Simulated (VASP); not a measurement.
Here is a VASP 6.6.1 calculation.

The input INCAR:

```
ALGO = Normal
EDIFF = 1E-6
ENCUT = 520
GGA = PS
ISIF = 2
ISMEAR = -1
ISPIN = 2
LASPH = True
LCHARG = True
LELF = True
LMAXMIX = 4
LORBIT = 11
LREAL = False
LVHAR = True
LWAVE = False
MAGMOM = 0 0 4
NBANDS = 28
NELM = 150
PREC = Accurate
SIGMA = 0.05
```

The input KPOINTS:

```
k-points
0
Gamma
  11 11 11
```

Contents of POSCAR:

```
MnAu2
1.0
   -1.6815000000      1.6815000000      4.2960000000
    1.6815000000     -1.6815000000      4.2960000000
    1.6815000000      1.6815000000     -4.2960000000
Au Mn
2 1
Direct
    0.6500000000      0.6500000000      0.0000000000
    0.3500000000      0.3500000000      0.0000000000
    0.0000000000      0.0000000000      0.0000000000
```

Potentials or basis: VASP PAW PBE potentials, release 64 (Au, Mn_pv).

Command:

```bash
$ cat potpaw_PBE.64/Au/POTCAR potpaw_PBE.64/Mn_pv/POTCAR > POTCAR
$ mpirun -np 1 vasp_std > vasp.out
```

**Question.** What does it give for the net moment?

**Answer.** 4.01 μB per cell.

**Question.** What does it give for the largest force?

**Answer.** 1.975 eV/Å.

Forces on the atoms (eV/Å):
```
Au   0.000  0.000  1.975
Au   0.000  0.000 -1.975
Mn   0.000  0.000  0.000
```

Caveat: the PAW data sets were made with another functional, which shifts forces and pressure a little.
